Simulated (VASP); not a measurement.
# Sn3Te (Pm-3m) in VASP: notebook, part 3 of 3

VASP 6.6.1.

### 6 Relaxation of cell and atoms, PBEsol

This run uses another cell than the first one, of 28.80 Å³/atom.

Input file INCAR:

```
SYSTEM = Sn3Te
ALGO     = Normal         ! electronic algorithm
EDIFF    = 1E-7           ! SCF threshold, eV
EDIFFG   = -0.01          ! ionic threshold
ENCUT    = 600            ! plane-wave cutoff, eV
GGA      = PS             ! functional
IBRION   = 2              ! ionic algorithm
ISIF     = 3              ! what is computed and relaxed
ISMEAR   = -1             ! smearing method
LASPH    = .TRUE.         ! aspherical terms in the spheres
LCHARG   = .FALSE.        ! write CHGCAR
LREAL    = .FALSE.        ! projectors in reciprocal space
LWAVE    = .FALSE.        ! write WAVECAR
NELM     = 80             ! most SCF steps
NSW      = 60             ! ionic steps
PREC     = Accurate       ! precision mode
SIGMA    = 0.05           ! smearing width, eV
```

Input file KPOINTS:

```
k-points
0
G
  6 6 6
  0 0 0
```

Input file POSCAR:

```
Sn3Te
1.0
    4.8656220000      0.0000000000      0.0000000000
    0.0000000000      4.8656220000      0.0000000000
    0.0000000000      0.0000000000      4.8656220000
Te Sn
1 3
Direct
    0.0000000000      0.0000000000      0.0000000000
    0.0000000000      0.5000000000      0.5000000000
    0.5000000000      0.0000000000      0.5000000000
    0.5000000000      0.5000000000      0.0000000000
```

Potentials or basis: VASP PAW PBE potentials, release 64 (Te, Sn_d).

Started as:

```bash
$ cat potpaw_PBE.64/Te/POTCAR potpaw_PBE.64/Sn_d/POTCAR > POTCAR
$ mpirun -np 1 vasp_std > vasp.out
```

OUTCAR:

```text
SYSTEM = Sn3Te
   EDIFF = 1E-7
   EDIFFG = -0.01
   ENCUT = 600
   GGA = PS
   IBRION = 2
   ISIF = 3
   ISMEAR = -1
   LASPH = .TRUE.
   LREAL = .FALSE.
   NELM = 80
   NSW = 60
   PREC = Accurate

 ion  position               nearest neighbor table
   1  0.000  0.000  0.000-   2 3.44   3 3.44   4 3.44   2 3.44   3 3.44   2 3.44   4 3.44   2 3.44
                             3 3.44   4 3.44   3 3.44   4 3.44
   2  0.000  0.500  0.500-   1 3.44   3 3.44   4 3.44   1 3.44   4 3.44   1 3.44   3 3.44   1 3.44
                             3 3.44   4 3.44   4 3.44   3 3.44
   3  0.500  0.000  0.500-   1 3.44   2 3.44   4 3.44   1 3.44   4 3.44   2 3.44   4 3.44   4 3.44
                             1 3.44   2 3.44   1 3.44   2 3.44
   4  0.500  0.500  0.000-   1 3.44   2 3.44   3 3.44   2 3.44   3 3.44   1 3.44   3 3.44   3 3.44
                             1 3.44   2 3.44   2 3.44   1 3.44

  LATTYP: Found a simple cubic cell.
 ALAT       =     4.8656220000

  Lattice vectors:

 A1 = (   4.8656220000,   0.0000000000,   0.0000000000)
 A2 = (   0.0000000000,   4.8656220000,   0.0000000000)
 A3 = (   0.0000000000,   0.0000000000,   4.8656220000)

Analysis of symmetry for initial positions (statically):
=====================================================================
 Subroutine PRICEL returns:
 Original cell was already a primitive cell.

 Routine SETGRP: Setting up the symmetry group for a
 simple cubic supercell.

 Subroutine GETGRP returns: Found 48 space group operations
 (whereof 48 operations were pure point group operations)
 out of a pool of 48 trial point group operations.

The static configuration has the point symmetry O_h .

Analysis of symmetry for dynamics (positions and initial velocities):
=====================================================================
 Subroutine PRICEL returns:
 Original cell was already a primitive cell.

 Routine SETGRP: Setting up the symmetry group for a
 simple cubic supercell.

 Subroutine GETGRP returns: Found 48 space group operations
 (whereof 48 operations were pure point group operations)
 out of a pool of 48 trial point group operations.

[... 109 lines left out ...]
   PSTRESS=    0.0 pullay stress
   NELECT =      48.0000    total number of electrons
   NUPDOWN=      -1.0000    fix difference up-down
   EMIN   =  10.00;   EMAX   =-10.00  energy-range for DOS
   EFERMI =   0.00;   METHOD = LEGACY
   ISMEAR =    -1;   SIGMA  =   0.05  broadening in eV -4-tet -1-fermi 0-gaus
   EFERMI_NEDOS =   21; number of points for ismear=-14 and -15
   IALGO  =     38    algorithm
   IMIX   =      4    mixing-type and parameters
     AMIX     =   0.40;   BMIX     =  1.00
     AMIX_MAG =   1.60;   BMIX_MAG =  1.00
  volume/ion in A,a.u.               =      28.80       194.34
  Fermi-wavevector in a.u.,A,eV,Ry     =   1.222785  2.310729 20.343484  1.495204
  Thomas-Fermi vector in A             =   2.357920
   LORBIT       =      0    0 simple, 1 ext, 2 COOP (PROOUT), +10 PAW based schemes
   GGA     = PS    functional components
   LHFCALC =     F    Hartree Fock is set to
   AEXX    =    0.0000 exact exchange contribution
   IVDW    =     0    specifies the selected vdW correction
   LEPSILON=     F    determine dielectric tensor
   LRPA    =     F    only Hartree local field effects (RPA)
 conjugate gradient relaxation of ions
 non-spin polarized calculation
  energy-cutoff  :      600.00
  volume of cell :      115.19
 maximum number of plane-waves:      3887
 NGX is ok and might be reduce to    40
   NGX = 19   NGY = 19   NGZ = 19

--------------------------------------- Ionic step        1  -------------------------------------------

 number of electron      47.9999994 magnetization

 Free energy of the ion-electron system (eV)
  ---------------------------------------------------
  ext. energy  EPLUGINS =         0.00000000
  ---------------------------------------------------
  free energy    TOTEN  =       -16.07962283 eV

  energy without entropy =      -16.05551453  energy(sigma->0) =      -16.06756868

------------------------ aborting loop because EDIFF is reached ----------------------------------------

  FORCE on cell =-STRESS in cart. coord.  units (eV):
  Direction    XX          YY          ZZ          XY          YZ          ZX
  --------------------------------------------------------------------------------------
  -------------------------------------------------------------------------------------
  Total       -1.6973205     -1.6973205     -1.6973205      0.0000000     -0.0000000      0.0000000
  in kB      -23.6080073    -23.6080073    -23.6080073      0.0000000     -0.0000000      0.0000000
  external PRESSURE =     -23.6080073 kB  Pullay stress =       0.0000000 kB
[... 63 lines left out ...]
--------------------------------------- Ionic step        3  -------------------------------------------

 number of electron      48.0000014 magnetization

 Free energy of the ion-electron system (eV)
  ---------------------------------------------------
  ext. energy  EPLUGINS =         0.00000000
  ---------------------------------------------------
  free energy    TOTEN  =       -16.12443654 eV

  energy without entropy =      -16.09812960  energy(sigma->0) =      -16.11128307

 E-fermi :   8.0863     XC(G=0): -10.4402

 val. band max:        8.0729458079   @ k =   0.3333   0.0000   0.0000
 cond. band min:       8.1139843885   @ k =   0.1667   0.0000   0.0000
 fundamental gap:      0.0410385806
 Fermi energy:         8.0862535045

 k-point     1 :       0.0000    0.0000    0.0000
  band No.  band energies     occupation
      1     -13.4442      2.00000
      2     -13.4442      2.00000
      3     -13.4442      2.00000
      4     -13.4117      2.00000
      5     -13.4117      2.00000
      6     -13.4028      2.00000
[... 640 lines left out ...]
  FREE ENERGIE OF THE ION-ELECTRON SYSTEM (eV)
  ---------------------------------------------------
  free  energy   TOTEN  =       -16.1244365441 eV

  energy  without entropy=      -16.0981296019  energy(sigma->0) =      -16.11128307

 reached required accuracy - stopping structural energy minimisation
```

OSZICAR:

```text
N       E                     dE             d eps       ncg     rms          rms(c)
DAV:   1     0.453745392784E+03    0.45375E+03   -0.25817E+04  1124   0.257E+03
DAV:   2     0.422190161837E+02   -0.41153E+03   -0.40507E+03  1128   0.594E+02
DAV:   3    -0.129380672187E+02   -0.55157E+02   -0.52705E+02  1300   0.193E+02
DAV:   4    -0.160246077626E+02   -0.30865E+01   -0.29774E+01  1288   0.432E+01
[... 30 lines left out ...]
DAV:   6    -0.161244370195E+02    0.30883E-04   -0.32213E-05  1204   0.696E-02    0.860E-03
DAV:   7    -0.161244363421E+02    0.67736E-06   -0.16267E-06  1448   0.123E-02    0.435E-03
DAV:   8    -0.161244366297E+02   -0.28758E-06   -0.19355E-07   952   0.300E-03    0.438E-03
DAV:   9    -0.161244365226E+02    0.10713E-06   -0.35778E-08   600   0.225E-03    0.142E-03
DAV:  10    -0.161244365441E+02   -0.21500E-07   -0.65505E-09   604   0.834E-04
   3 F= -.16124437E+02 E0= -.16111283E+02  d E =-.448137E-01
```

Run time: 98 s. Hardware: 1 thread of Intel Xeon 6975P-C (Granite Rapids), shared host; peak memory 0.29 GiB.

Results:

| Quantity | Value |
| --- | --- |
| Free energy | -16.1244 eV |
| Relaxed volume | 27.34 Å³/atom |
| Relaxed cell | a = 4.782 Å, b = 4.782 Å, c = 4.782 Å, α = 90.00°, β = 90.00°, γ = 90.00° |
| Space group after relaxing (to 0.1 Å) | Pm-3m (No. 221) |
| Energy gained by relaxing | 11.2 meV/atom |
| Ionic steps | 3 |
| Pressure after relaxing | 0.0 GPa |
| Band gap on the k mesh | zero (bands 24 and 25 overlap by 3.53 eV) |

The path:
```csv
step,energy change (eV),largest force (eV/Å),pressure (GPa),volume (Å³)
1,0.0000,0.0000,-2.36,115.19
2,-0.0430,0.0000,0.52,108.26
3,-0.0448,0.0000,0.00,109.35
```

Final structure:
```
CELL_PARAMETERS angstrom
4.78200 0.00000 0.00000
0.00000 4.78200 0.00000
0.00000 0.00000 4.78200
ATOMIC_POSITIONS crystal
Te 0.00000 0.00000 0.00000
Sn 0.00000 0.50000 0.50000
Sn 0.50000 0.00000 0.50000
Sn 0.50000 0.50000 0.00000
```

Caveat: the PAW data sets were made with another functional, which shifts forces and pressure a little; spin-orbit coupling is left out, which moves the levels of the heavy elements.

### 7 Summary

```tsv
task	cell	cutoff (eV)	gap on the mesh (eV)	pressure (GPa)
single point	a = 4.560 Å, 4 atoms	520	none	10.0
single point	a = 4.652 Å, 4 atoms	520	none	4.9
single point	a = 4.724 Å, 4 atoms	520	none	2.0
single point	a = 4.783 Å, 4 atoms	520	none	-0.1
relaxation of cell and atoms	relaxed from a = 4.866 Å, 4 atoms	600	none	0.0
```

Alike in all rows: level PBEsol; potentials or basis VASP PAW PBE potentials, release 64 (Te, Sn_d); no spin polarisation; k mesh 6 × 6 × 6; smearing fermi-dirac 0.05 eV.

Caveats: the PAW data sets were made with another functional, which shifts forces and pressure a little; spin-orbit coupling is left out, which moves the levels of the heavy elements; the cell stands under pressure (at least some runs).

Total energies depend on the potentials used, so only differences within one code and one set of settings carry meaning.
